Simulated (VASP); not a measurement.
# KCl (Pm-3m) in VASP: further runs, part 2 of 2

VASP 6.6.1.

## Step 3: Electric field gradients, PBE (volume scaled by 1.01)

File INCAR:

```
SYSTEM = KCl
ALGO = Normal
EDIFF = 1E-8
ENCUT = 520
GGA = PE
ISIF = 2
ISMEAR = -1
LASPH = .True.
LCHARG = .False.
LEFG = .True.
LREAL = .False.
LWAVE = .False.
NBANDS = 15
NELM = 100
PREC = Accurate
SIGMA = 0.02
```

File KPOINTS:

```
k-points
0
Gamma
  7 7 7
  0 0 0
```

File POSCAR:

```
KCl
1.0
    3.6460731784      0.0000000000      0.0000000000
    0.0000000000      3.6460731784      0.0000000000
    0.0000000000      0.0000000000      3.6460731784
K Cl
1 1
Direct
    0.0000000000      0.0000000000      0.0000000000
    0.5000000000      0.5000000000      0.5000000000
```

Potentials or basis: VASP PAW PBE potentials, release 64 (K_sv, Cl).

Run with:

```console
cat potpaw_PBE.64/K_sv/POTCAR potpaw_PBE.64/Cl/POTCAR > POTCAR
mpirun -np 1 vasp_std > vasp.out
```

OUTCAR:

```text
SYSTEM = KCl
   EDIFF = 1E-8
   ENCUT = 520
   GGA = PE
   ISIF = 2
   ISMEAR = -1
   LASPH = .True.
   LREAL = .False.
   NELM = 100
   PREC = Accurate

 ion  position               nearest neighbor table
   1  0.000  0.000  0.000-   2 3.16   2 3.16   2 3.16   2 3.16   2 3.16   2 3.16   2 3.16   2 3.16

   2  0.500  0.500  0.500-   1 3.16   1 3.16   1 3.16   1 3.16   1 3.16   1 3.16   1 3.16   1 3.16

  LATTYP: Found a simple cubic cell.
 ALAT       =     3.6460731784

  Lattice vectors:

 A1 = (   3.6460731784,   0.0000000000,   0.0000000000)
 A2 = (   0.0000000000,   3.6460731784,   0.0000000000)
 A3 = (   0.0000000000,   0.0000000000,   3.6460731784)

Analysis of symmetry for initial positions (statically):
=====================================================================
 Subroutine PRICEL returns:
 Original cell was already a primitive cell.

 Routine SETGRP: Setting up the symmetry group for a
 simple cubic supercell.

 Subroutine GETGRP returns: Found 48 space group operations
 (whereof 48 operations were pure point group operations)
 out of a pool of 48 trial point group operations.

The static configuration has the point symmetry O_h .

Analysis of symmetry for dynamics (positions and initial velocities):
=====================================================================
 Subroutine PRICEL returns:
 Original cell was already a primitive cell.

 Routine SETGRP: Setting up the symmetry group for a
 simple cubic supercell.

 Subroutine GETGRP returns: Found 48 space group operations
 (whereof 48 operations were pure point group operations)
 out of a pool of 48 trial point group operations.

The dynamic configuration has the point symmetry O_h .

[... 497 lines left out ...]
      6      -1.6356      2.00000
      7      -1.6356      2.00000
      8      -1.5713      2.00000
      9       8.8102      0.00000
     10       9.1684      0.00000
     11       9.1684      0.00000
     12      10.6023      0.00000
     13      10.6395      0.00000
     14      10.6395      0.00000
     15      13.1476      0.00000

------------------------ aborting loop because EDIFF is reached ----------------------------------------

  FORCE on cell =-STRESS in cart. coord.  units (eV):
  Direction    XX          YY          ZZ          XY          YZ          ZX
  --------------------------------------------------------------------------------------
  -------------------------------------------------------------------------------------
  Total        1.2554209      1.2554209      1.2554209      0.0000000     -0.0000000     -0.0000000
  in kB       41.4976788     41.4976788     41.4976788      0.0000000     -0.0000000     -0.0000000
  external PRESSURE =      41.4976788 kB  Pullay stress =       0.0000000 kB

 VOLUME and BASIS-vectors are now :
 -----------------------------------------------------------------------------
  energy-cutoff  :      520.00
  volume of cell :       48.47
      direct lattice vectors                 reciprocal lattice vectors
     3.646073178  0.000000000  0.000000000     0.274267671  0.000000000  0.000000000
     0.000000000  3.646073178  0.000000000     0.000000000  0.274267671  0.000000000
     0.000000000  0.000000000  3.646073178     0.000000000  0.000000000  0.274267671

 POSITION                                       TOTAL-FORCE (eV/Angst)
 -----------------------------------------------------------------------------------
      0.00000      0.00000      0.00000         0.000000      0.000000      0.000000
      1.82304      1.82304      1.82304         0.000000      0.000000      0.000000
 -----------------------------------------------------------------------------------
    total drift:                               -0.000000      0.000000      0.000000

  FREE ENERGIE OF THE ION-ELECTRON SYSTEM (eV)
  ---------------------------------------------------
  free  energy   TOTEN  =        -6.5632622890 eV

  energy  without entropy=       -6.5632622890  energy(sigma->0) =       -6.56326229

 Electric field gradients (V/A^2)
---------------------------------------------------------------------
 ion       V_xx      V_yy      V_zz      V_xy      V_xz      V_yz
---------------------------------------------------------------------
   1       0.000    -0.000     0.000     0.000     0.000     0.000
   2      -0.000    -0.000    -0.000    -0.000     0.000     0.000
---------------------------------------------------------------------

 Electric field gradients after diagonalization (V/A^2)
 (convention: |V_zz| > |V_xx| > |V_yy|)
----------------------------------------------------------------------
 ion       V_xx      V_yy      V_zz     asymmetry (V_yy - V_xx)/ V_zz
----------------------------------------------------------------------
   1      -0.000     0.000     0.000       0.048
   2      -0.000    -0.000    -0.000      -0.310
----------------------------------------------------------------------

           NMR quadrupolar parameters

 Cq : quadrupolar parameter    Cq=e*Q*V_zz/h
 eta: asymmetry parameters     (V_yy - V_xx)/ V_zz
 Q  : nuclear electric quadrupole moment in mb (millibarn)
----------------------------------------------------------------------
 ion       Cq(MHz)       eta       Q (mb)
----------------------------------------------------------------------
   1       0.000       0.048       1.000
   2      -0.000      -0.310       1.000
----------------------------------------------------------------------
```

OSZICAR:

```text
N       E                     dE             d eps       ncg     rms          rms(c)
DAV:   1     0.104901164809E+03    0.10490E+03   -0.74254E+03   600   0.989E+02
DAV:   2    -0.127162235529E+01   -0.10617E+03   -0.97882E+02   790   0.250E+02
DAV:   3    -0.666170738555E+01   -0.53901E+01   -0.53635E+01   824   0.506E+01
DAV:   4    -0.684470003279E+01   -0.18299E+00   -0.18293E+00   894   0.841E+00
DAV:   5    -0.684628071585E+01   -0.15807E-02   -0.15807E-02   852   0.870E-01    0.361E+00
DAV:   6    -0.659143356181E+01    0.25485E+00   -0.26633E-01   733   0.335E+00    0.303E+00
DAV:   7    -0.656088205896E+01    0.30552E-01   -0.90382E-02   796   0.208E+00    0.174E+00
DAV:   8    -0.656309169857E+01   -0.22096E-02   -0.15984E-02   798   0.101E+00    0.211E-01
DAV:   9    -0.656306875734E+01    0.22941E-04   -0.57945E-04   803   0.171E-01    0.950E-02
DAV:  10    -0.656326429865E+01   -0.19554E-03   -0.26390E-04   649   0.131E-01    0.249E-02
DAV:  11    -0.656326268896E+01    0.16097E-05   -0.66980E-06   840   0.193E-02    0.815E-03
DAV:  12    -0.656326224605E+01    0.44291E-06   -0.17605E-06   656   0.110E-02    0.168E-03
DAV:  13    -0.656326229472E+01   -0.48673E-07   -0.76067E-08   847   0.256E-03    0.852E-04
DAV:  14    -0.656326226591E+01    0.28812E-07   -0.31660E-08   655   0.142E-03    0.125E-04
DAV:  15    -0.656326227858E+01   -0.12663E-07   -0.50116E-10   531   0.154E-04    0.530E-05
DAV:  16    -0.656326229420E+01   -0.15629E-07   -0.34563E-10   440   0.152E-04    0.246E-05
DAV:  17    -0.656326228904E+01    0.51650E-08   -0.60965E-11   370   0.570E-05
   1 F= -.65632623E+01 E0= -.65632623E+01  d E =-.129241E-11
```

stdout:

```text
POSCAR found type information on POSCAR K Cl
 POSCAR found :  2 types and       2 ions
 scaLAPACK will be used
 LDA part: xc-table for (Slater+PW92), standard interpolation
 POSCAR, INCAR and KPOINTS ok, starting setup
 FFT: planning ... GRIDC
 FFT: planning ... GRID_SOFT
 FFT: planning ... GRID
 WAVECAR not read
 entering main loop
ion   1

ion   2
```

It took 23 s on 1 thread of Intel Xeon 8259CL, shared host; peak memory 0.16 GiB.

What came out:

* Free energy: -6.5633 eV
* Pressure: 4.1 GPa
* Band gap on the k mesh: 5.56 eV, indirect (least direct gap 5.76 eV)

Caveat: without QUAD_EFG the Cq values of the log hold for a quadrupole moment of 1 mb, not for the nuclei.
